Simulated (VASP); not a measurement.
# TiSi16 (a cell with a defect) in VASP: notebook

Runs on TiSi16 (a cell with a defect). Level: PBEsol. Tasks: single point.

Program: VASP 6.6.1. These are calculated values, not measurements. Logs are shortened: lines on timing, memory, paths and dates and some standing lists are left out, and cuts for length are marked.

### 1 The cell of the first run

The cell holds a defect, 17 atoms: a = 7.679 Å, b = 7.679 Å, c = 7.679 Å, α = 60.00°, β = 60.00°, γ = 60.00°.

### 2 Single point, PBEsol

INCAR reads:

```
SYSTEM = TiSi16
ALGO     = Normal         ! electronic algorithm
EDIFF    = 1E-6           ! SCF threshold, eV
ENCUT    = 520            ! plane-wave cutoff, eV
GGA      = PS             ! functional
ISIF     = 2              ! what is computed and relaxed
ISMEAR   = -1             ! smearing method
LASPH    = .TRUE.         ! aspherical terms in the spheres
LCHARG   = .TRUE.         ! write CHGCAR
LELF     = .TRUE.         ! ELF
LREAL    = Auto         
LVHAR    = .TRUE.       
LWAVE    = .FALSE.        ! write WAVECAR
NBANDS   = 52             ! bands
NELM     = 100            ! most SCF steps
PREC     = Accurate       ! precision mode
SIGMA    = 0.05           ! smearing width, eV
```

KPOINTS reads:

```
k-points
0
G
  2 2 2
  0 0 0
```

POSCAR reads:

```
TiSi16
1.0
    0.0000000000      5.4300000000      5.4300000000
    5.4300000000      0.0000000000      5.4300000000
    5.4300000000      5.4300000000      0.0000000000
Si Ti
16 1
Direct
   -0.0199539595      0.0351473297     -0.0022744015
    0.1352578269      0.1405801105      0.1270626151
    0.0237661142     -0.0017587477      0.4903222836
    0.1293186004      0.1291896869      0.6303499079
    0.0168968692      0.5049447514      0.0011510129
    0.1084438306      0.6476335175      0.1374493554
    0.0008287293      0.4891712707      0.5095027624
    0.1319521179      0.6128913444      0.6360405157
    0.5001841621      0.0191528545      0.0138489871
    0.6126243094      0.1586648250      0.1184254144
    0.5165009208      0.0007734807      0.4906813996
    0.6502394107      0.1074401473      0.6279558011
    0.4910497238      0.5177716390     -0.0162799263
    0.6463996317      0.6183517495      0.1083885820
    0.5185267035      0.4806629834      0.5127808471
    0.6357090239      0.6220073665      0.6193922652
    0.2599815838      0.7544567219      0.2518047882
```

Potentials or basis: VASP PAW PBE potentials, release 64 (Si, Ti_sv).

On the command line:

```
> cat potpaw_PBE.64/Si/POTCAR potpaw_PBE.64/Ti_sv/POTCAR > POTCAR
> mpirun -np 1 vasp_std > vasp.out
```

OUTCAR:

```text
SYSTEM = TiSi16
   EDIFF = 1E-6
   ENCUT = 520
   GGA = PS
   ISIF = 2
   ISMEAR = -1
   LASPH = .TRUE.
   LREAL = Auto
   NELM = 100
   PREC = Accurate

 ion  position               nearest neighbor table
   1  0.980  0.035  0.998-  10 2.30   4 2.31   6 2.43   2 2.45  17 2.90
   2  0.135  0.141  0.127-   3 2.28   5 2.28   9 2.29  17 2.42   1 2.45
   3  0.024  0.998  0.490-   2 2.28  12 2.34   4 2.36   8 2.42  17 2.62
   4  0.129  0.129  0.630-   7 2.26   1 2.31   3 2.36  11 2.43
   5  0.017  0.505  0.001-   2 2.28   8 2.29  14 2.33   6 2.33
   6  0.108  0.648  0.137-   5 2.33   7 2.34  17 2.34  13 2.41   1 2.43
   7  0.001  0.489  0.510-   4 2.26  16 2.29   6 2.34   8 2.39  17 2.85
   8  0.132  0.613  0.636-   5 2.29   7 2.39  17 2.41   3 2.42  15 2.42
   9  0.500  0.019  0.014-  10 2.24   2 2.29  12 2.43  14 2.53  17 2.75
  10  0.613  0.159  0.118-   9 2.24  13 2.25   1 2.30  11 2.35
  11  0.517  0.001  0.491-  10 2.35  12 2.37  16 2.38   4 2.43
  12  0.650  0.107  0.628-  15 2.34   3 2.34  11 2.37   9 2.43
  13  0.491  0.518  0.984-  10 2.25  16 2.29  14 2.40   6 2.41  17 2.75
  14  0.646  0.618  0.108-   5 2.33  13 2.40  17 2.43   9 2.53  15 2.54
  15  0.519  0.481  0.513-  16 2.29  12 2.34   8 2.42  14 2.54  17 2.82
  16  0.636  0.622  0.619-  13 2.29   7 2.29  15 2.29  11 2.38
  17  0.260  0.754  0.252-   6 2.34   8 2.41   2 2.42  14 2.43   3 2.62   9 2.75  13 2.75  15 2.82
                             7 2.85   1 2.90

  LATTYP: Found a face centered cubic cell.
 ALAT       =    10.8600000000

  Lattice vectors:

 A1 = (   0.0000000000,   5.4300000000,   5.4300000000)
 A2 = (   5.4300000000,   0.0000000000,   5.4300000000)
 A3 = (   5.4300000000,   5.4300000000,   0.0000000000)

Analysis of symmetry for initial positions (statically):
=====================================================================
 Subroutine PRICEL returns:
 Original cell was already a primitive cell.

 Routine SETGRP: Setting up the symmetry group for a
 face centered cubic supercell.

 Subroutine GETGRP returns: Found  1 space group operations
 (whereof  1 operations were pure point group operations)
 out of a pool of 48 trial point group operations.

The static configuration has the point symmetry C_1 .

Analysis of symmetry for dynamics (positions and initial velocities):
=====================================================================
 Subroutine PRICEL returns:
 Original cell was already a primitive cell.

 Routine SETGRP: Setting up the symmetry group for a
 face centered cubic supercell.

 Subroutine GETGRP returns: Found  1 space group operations
 (whereof  1 operations were pure point group operations)
 out of a pool of 48 trial point group operations.

The dynamic configuration has the point symmetry C_1 .

[... 120 lines left out ...]
   TEBEG  =    0.0;   TEEND  =   0.0 temperature during run
   PSTRESS=    0.0 pullay stress
   NELECT =      76.0000    total number of electrons
   NUPDOWN=      -1.0000    fix difference up-down
   EMIN   =  10.00;   EMAX   =-10.00  energy-range for DOS
   EFERMI =   0.00;   METHOD = LEGACY
   ISMEAR =    -1;   SIGMA  =   0.05  broadening in eV -4-tet -1-fermi 0-gaus
   EFERMI_NEDOS =   21; number of points for ismear=-14 and -15
   IALGO  =     38    algorithm
   IMIX   =      4    mixing-type and parameters
     AMIX     =   0.40;   BMIX     =  1.00
     AMIX_MAG =   1.60;   BMIX_MAG =  1.00
  volume/ion in A,a.u.               =      18.84       127.11
  Fermi-wavevector in a.u.,A,eV,Ry     =   1.013607  1.915439 13.978610  1.027399
  Thomas-Fermi vector in A             =   2.146786
   LORBIT       =      0    0 simple, 1 ext, 2 COOP (PROOUT), +10 PAW based schemes
   GGA     = PS    functional components
   LHFCALC =     F    Hartree Fock is set to
   AEXX    =    0.0000 exact exchange contribution
   IVDW    =     0    specifies the selected vdW correction
   LEPSILON=     F    determine dielectric tensor
   LRPA    =     F    only Hartree local field effects (RPA)
 non-spin polarized calculation
  energy-cutoff  :      520.00
  volume of cell :      320.21
 maximum number of plane-waves:      8646
 NGX is ok and might be reduce to    60
   NGX = 29   NGY = 29   NGZ = 29

 number of electron      76.0000000 magnetization

 Free energy of the ion-electron system (eV)
  ---------------------------------------------------
  ext. energy  EPLUGINS =         0.00000000
  ---------------------------------------------------
  free energy    TOTEN  =       -97.66827994 eV

  energy without entropy =      -97.58406543  energy(sigma->0) =      -97.62617269

 E-fermi :   6.8057     XC(G=0):  -9.8818

 val. band max:        6.7850177956   @ k =   0.0000   0.0000   0.5000
 cond. band min:       6.8076266519   @ k =   0.5000   0.5000   0.5000
 fundamental gap:      0.0226088563
 Fermi energy:         6.8057453377

 k-point     1 :       0.0000    0.0000    0.0000
  band No.  band energies     occupation
      1     -49.6984      2.00000
      2     -26.2062      2.00000
      3     -26.1704      2.00000
      4     -26.1665      2.00000
      5      -5.7993      2.00000
      6      -3.5785      2.00000
[... 413 lines left out ...]
     49       9.6233      0.00000
     50      10.4103      0.00000
 [bands above 50 left out]

------------------------ aborting loop because EDIFF is reached ----------------------------------------

  FORCE on cell =-STRESS in cart. coord.  units (eV):
  Direction    XX          YY          ZZ          XY          YZ          ZX
  --------------------------------------------------------------------------------------
  -------------------------------------------------------------------------------------
  Total        5.7271247      5.0351934      5.4872293      0.1033833     -0.2813132      0.4057640
  in kB       28.6561432     25.1940074     27.4558067      0.5172868     -1.4075739      2.0302738
  external PRESSURE =      27.1019858 kB  Pullay stress =       0.0000000 kB

 VOLUME and BASIS-vectors are now :
 -----------------------------------------------------------------------------
  energy-cutoff  :      520.00
  volume of cell :      320.21
      direct lattice vectors                 reciprocal lattice vectors
     0.000000000  5.430000000  5.430000000    -0.092081031  0.092081031  0.092081031
     5.430000000  0.000000000  5.430000000     0.092081031 -0.092081031  0.092081031
     5.430000000  5.430000000  0.000000000     0.092081031  0.092081031 -0.092081031

 POSITION                                       TOTAL-FORCE (eV/Angst)
 -----------------------------------------------------------------------------------
      5.60850     10.73930      5.51250        -0.107249      0.820735      0.244975
      1.45330      1.42440      1.49780         0.001891     -1.145618      0.161196
      8.08290      2.79150      5.54950         1.084850      0.556594     -0.532650
      4.12430      4.12500      1.40370        -1.286086      0.712618      0.124773
      2.74810      0.09800      2.83360         0.618390     -0.219894      0.079976
      4.26300      1.33520      4.10550        -1.043615     -1.059679     -0.569722
[... 9 lines left out ...]
      6.74080      6.81520      6.82940         0.454470     -0.668641      0.562312
      5.46400      2.77900      5.50840        -0.039364      0.391547      0.328989
 -----------------------------------------------------------------------------------
    total drift:                                0.002468      0.002111     -0.005543

  FREE ENERGIE OF THE ION-ELECTRON SYSTEM (eV)
  ---------------------------------------------------
  free  energy   TOTEN  =       -97.6682799440 eV

  energy  without entropy=      -97.5840654339  energy(sigma->0) =      -97.62617269
```

OSZICAR:

```text
N       E                     dE             d eps       ncg     rms          rms(c)
DAV:   1     0.339392640885E+03    0.33939E+03   -0.30842E+04   840   0.127E+03
DAV:   2    -0.627797036741E+02   -0.40217E+03   -0.38265E+03   952   0.248E+02
DAV:   3    -0.985512006076E+02   -0.35771E+02   -0.34751E+02  1240   0.663E+01
DAV:   4    -0.100911021436E+03   -0.23598E+01   -0.23255E+01  1264   0.147E+01
DAV:   5    -0.100996480780E+03   -0.85459E-01   -0.85184E-01  1136   0.255E+00    0.193E+01
DAV:   6    -0.997587212999E+02    0.12378E+01   -0.15503E+01  1152   0.201E+01    0.139E+01
DAV:   7    -0.985774007381E+02    0.11813E+01   -0.20048E+01  1144   0.238E+01    0.957E+00
DAV:   8    -0.977657327186E+02    0.81167E+00   -0.15384E+00  1028   0.597E+00    0.294E+00
DAV:   9    -0.976666584714E+02    0.99074E-01   -0.51810E-01  1272   0.303E+00    0.642E-01
DAV:  10    -0.976678789076E+02   -0.12204E-02   -0.22748E-02  1012   0.590E-01    0.456E-01
DAV:  11    -0.976683495282E+02   -0.47062E-03   -0.30905E-03  1016   0.239E-01    0.213E-01
DAV:  12    -0.976682569597E+02    0.92569E-04   -0.12266E-03  1056   0.173E-01    0.558E-02
DAV:  13    -0.976682818544E+02   -0.24895E-04   -0.80204E-05   976   0.488E-02    0.203E-02
DAV:  14    -0.976682801974E+02    0.16569E-05   -0.14938E-05  1024   0.127E-02    0.874E-03
DAV:  15    -0.976682799440E+02    0.25341E-06   -0.30092E-06   824   0.854E-03
   1 F= -.97668280E+02 E0= -.97626173E+02  d E =-.842145E-01
```

Run time: 2.2 min. Hardware: 1 thread of Intel Xeon 6975P-C (Granite Rapids), shared host; peak memory 0.48 GiB.

Results:

| Item | Value |
| --- | --- |
| Free energy | -97.6683 eV |
| Pressure | 2.7 GPa |
| Largest force | 2.053 eV/Å |
| Band gap on the k mesh | zero (band 38 reaches 6.96 eV, above the bottom of band 39 at 6.62 eV) |

Forces on the atoms (eV/Å):
```
Si  -0.107  0.821  0.245
Si   0.002 -1.146  0.161
Si   1.085  0.557 -0.533
Si  -1.286  0.713  0.125
Si   0.618 -0.220  0.080
Si  -1.044 -1.060 -0.570
Si   0.459  0.125  0.624
Si  -0.039  0.251 -0.051
Si  -2.034 -0.233 -0.145
Si   0.324  1.142 -0.375
Si   0.617 -0.015 -0.357
Si   0.266 -0.096 -0.484
Si   0.800  0.058  0.296
Si   0.536  0.225  0.109
Si  -0.613 -0.844 -0.016
Si   0.454 -0.669  0.562
Ti  -0.039  0.392  0.329
```

Levels at points of the mesh, in eV from the Fermi level:
| k point | band 36 | band 37 | band 38 | band 39 | band 40 | band 41 |
| --- | --- | --- | --- | --- | --- | --- |
| (0.00, 0.00, 0.00) | -0.93 | -0.46 | -0.34 | -0.19 | -0.13 | 0.01 |
| (0.50, 0.00, 0.00) | -1.10 | -0.30 | -0.04 | 0.17 | 0.38 | 0.59 |
| (0.00, 0.50, 0.00) | -1.20 | -0.28 | -0.07 | 0.11 | 0.41 | 0.50 |
| (0.00, 0.00, 0.50) | -1.11 | -0.27 | -0.02 | 0.01 | 0.46 | 0.55 |
| (0.50, 0.50, 0.50) | -1.34 | -0.47 | 0.00 | 0.16 | 0.43 | 0.55 |
| (0.50, 0.50, 0.00) | -1.68 | -0.69 | 0.00 | 0.49 | 0.61 | 1.01 |
| (0.00, 0.50, 0.50) | -1.60 | -0.73 | -0.06 | 0.54 | 0.64 | 0.99 |
| (0.50, 0.00, 0.50) | -1.72 | -0.78 | 0.15 | 0.59 | 0.63 | 0.99 |

Caveat: the k points lie up to 0.50 Å⁻¹ apart; the PAW data sets were made with another functional, which shifts forces and pressure a little.

### 3 Single point, PBEsol

INCAR reads:

```
ALGO = Normal
EDIFF = 1E-7
ENCUT = 520
GGA = PS
ISIF = 2
ISMEAR = -1
LASPH = True
LCHARG = False
LREAL = Auto
LWAVE = False
NBANDS = 52
NELM = 80
PREC = Accurate
SIGMA = 0.05
```

KPOINTS reads:

```
k-points
0
Gamma
  2 2 2
```

POSCAR reads:

```
TiSi16
1.0
    0.0000000000      5.4300000000      5.4300000000
    5.4300000000      0.0000000000      5.4300000000
    5.4300000000      5.4300000000      0.0000000000
Si Ti
16 1
Direct
    0.0233149171      0.0048987109      0.0064825046
    0.0965561694      0.1489134438      0.1621915285
    0.0248250460     -0.0296132597      0.5543278085
    0.1573112339      0.1194843462      0.6423204420
   -0.0282228361      0.5221823204      0.0484069982
    0.1112799263      0.6504143646      0.1462523020
    0.0200552486      0.4823572744      0.5338489871
    0.1299723757      0.6101565378      0.6798250460
    0.4959484346      0.0030570902      0.0140699816
    0.6400092081      0.1311325967      0.1356629834
    0.5383977901     -0.0103130755      0.5101841621
    0.6418047882      0.1239779006      0.6374769797
    0.4672099448      0.5020165746      0.0108195212
    0.6094567219      0.6310220994      0.1529742173
    0.4927163904      0.4868047882      0.5378176796
    0.6329742173      0.6059760589      0.6526243094
    0.2559392265      0.7614272560      0.2759208103
```

Potentials or basis: VASP PAW PBE potentials, release 64 (Si, Ti_sv).

On the command line:

```
> cat potpaw_PBE.64/Si/POTCAR potpaw_PBE.64/Ti_sv/POTCAR > POTCAR
> mpirun -np 1 vasp_std > vasp.out
```

It took 2.7 min on 1 thread of Intel Xeon 6975P-C (Granite Rapids), shared host; peak memory 0.49 GiB.

Results (log left out):

```
Free energy            : -97.2797 eV
Pressure               : 2.9 GPa
Largest force          : 2.155 eV/Å
Band gap on the k mesh : zero (band 38 reaches 6.83 eV, above the bottom of band 39 at 6.50 eV)
```

Forces on the atoms (eV/Å):
```
Si   1.256 -1.002  0.285
Si  -0.082  0.502  0.425
Si   0.951 -1.384  0.691
Si  -0.960  0.535  0.332
Si  -0.380  0.084 -0.320
Si  -0.503  0.004 -1.551
Si   0.734 -0.686  0.032
Si  -0.137  0.268 -0.925
Si   1.017 -0.130  1.090
Si  -0.416 -0.209 -0.551
Si  -0.370 -0.380 -0.780
Si  -0.355  0.944 -0.287
Si   0.172  1.517  0.618
Si  -1.857  0.968  0.509
Si   0.142  0.269  0.821
Si  -0.107 -0.463  1.251
Ti   0.896 -0.837 -1.639
```

Stress tensor (GPa, compression positive):
```
 2.98 -1.39  0.25
-1.39  2.35 -0.97
 0.25 -0.97  3.39
```

Levels at points of the mesh, in eV from the Fermi level:
```csv
k point,band 34,band 35,band 36,band 37,band 38,band 39,band 40,band 41,band 42,band 43
"(0.00, 0.00, 0.00)",-1.01,-0.89,-0.72,-0.40,-0.27,-0.24,-0.11,0.18,0.32,0.77
"(0.50, 0.00, 0.00)",-1.78,-1.24,-0.92,-0.40,-0.28,0.01,0.53,0.56,0.88,1.11
"(0.00, 0.50, 0.00)",-1.69,-1.16,-0.98,-0.17,-0.12,0.32,0.61,0.67,0.84,1.19
"(0.00, 0.00, 0.50)",-1.56,-1.32,-1.04,-0.20,0.05,0.20,0.45,0.62,0.72,1.19
"(0.50, 0.50, 0.50)",-1.69,-1.25,-1.10,-0.30,-0.12,0.21,0.46,0.56,0.81,1.12
"(0.50, 0.50, 0.00)",-1.82,-1.65,-1.59,-0.73,0.09,0.67,0.74,1.16,1.37,1.58
"(0.00, 0.50, 0.50)",-1.81,-1.67,-1.53,-0.70,-0.03,0.60,0.76,1.10,1.46,1.62
"(0.50, 0.00, 0.50)",-1.87,-1.74,-1.44,-0.59,-0.06,0.51,0.59,1.18,1.37,1.71
```

Caveat: the k points lie up to 0.50 Å⁻¹ apart; the PAW data sets were made with another functional, which shifts forces and pressure a little.

### 4 Single point, PBEsol

INCAR reads:

```
PREC = Accurate ; ENCUT = 520
EDIFF = 1E-6 ; ISMEAR = -1
SIGMA = 0.05 ; LREAL = Auto
LASPH = T ; NELM = 100
ALGO = Normal ; ISIF = 2
LWAVE = F ; LCHARG = F
GGA = PS ; NBANDS = 52
```

KPOINTS reads:

```
regular mesh
0
Gamma
  2 2 2
```

POSCAR reads:

```
TiSi16
1.0
    0.0000000000      5.4300000000      5.4300000000
    5.4300000000      0.0000000000      5.4300000000
    5.4300000000      5.4300000000      0.0000000000
Si Ti
16 1
Direct
   -0.0069429098     -0.0361694291      0.0340883978
    0.0985451197      0.1221546961      0.1499631676
    0.0014825046     -0.0215377532      0.5367863720
    0.1289594843      0.1067127072      0.6605248619
    0.0122007366      0.4858103131      0.0640607735
    0.1611233886      0.5789502762      0.1835727440
    0.0097145488      0.4692357274      0.5681675875
    0.0976427256      0.6192449355      0.6987108656
    0.4747421731      0.0556813996      0.0088858195
    0.6377163904      0.1309392265      0.1628176796
    0.5004235727     -0.0338858195      0.5120257827
    0.6011694291      0.1064732965      0.6344290976
    0.5384069982      0.5008563536      0.0535267035
    0.6369152855      0.6401012891      0.2151473297
    0.4755064457      0.4739779006      0.5797790055
    0.6449263352      0.6137661142      0.6626427256
    0.2576427256      0.7627255985      0.2918232044
```

On the command line:

```
> cat potpaw_PBE.64/Si/POTCAR potpaw_PBE.64/Ti_sv/POTCAR > POTCAR
> mpirun -np 1 vasp_std > vasp.out
```

Wall time 2.1 min (1 thread of Intel Xeon 6975P-C (Granite Rapids), shared host); peak memory 0.49 GiB.

The run converged. Its results:

```
Free energy            : -96.8744 eV
Pressure               : 1.4 GPa
Largest force          : 2.226 eV/Å
Band gap on the k mesh : zero (band 38 reaches 6.81 eV, above the bottom of band 39 at 6.61 eV)
```

Forces in eV/Å, atoms in the order of the input:
```
Si  -0.442  0.857  0.515
Si   0.955 -0.985  1.029
Si   1.779 -1.334  0.107
Si  -0.593  0.184 -0.669
Si   0.177 -0.338 -0.869
Si   0.189 -0.182  0.335
Si  -0.128 -0.448  0.607
Si  -0.455  0.685 -0.104
Si  -0.550  0.733 -0.155
Si  -0.565 -1.431 -0.172
Si   0.944 -0.303 -0.354
Si   0.667  1.611  1.034
Si  -0.119 -0.314  0.609
Si  -0.515 -0.754  0.777
Si   0.134  0.617  0.426
Si  -0.184  0.411 -1.868
Ti  -1.293  0.989 -1.247
```

Stress tensor (GPa, compression positive):
```
 2.30 -1.74  0.31
-1.74  1.03 -1.53
 0.31 -1.53  0.94
```

Levels at points of the mesh, in eV from the Fermi level:
```csv
k point,band 36,band 37,band 38,band 39,band 40,band 41
"(0.00, 0.00, 0.00)",-0.77,-0.51,-0.42,-0.17,-0.07,0.12
"(0.50, 0.00, 0.00)",-1.11,-0.20,-0.18,0.24,0.36,0.51
"(0.00, 0.50, 0.00)",-0.91,-0.34,-0.06,0.20,0.31,0.52
"(0.00, 0.00, 0.50)",-0.94,-0.15,-0.03,0.14,0.49,0.53
"(0.50, 0.50, 0.50)",-1.20,-0.34,-0.23,0.11,0.41,0.67
"(0.50, 0.50, 0.00)",-1.54,-0.67,0.04,0.64,0.83,1.06
"(0.00, 0.50, 0.50)",-1.56,-0.62,-0.06,0.62,0.71,1.14
"(0.50, 0.00, 0.50)",-1.33,-0.55,-0.02,0.55,0.68,1.09
```

Caveat: the k points lie up to 0.50 Å⁻¹ apart; the PAW data sets were made with another functional, which shifts forces and pressure a little.

[end of part 1 of 2]
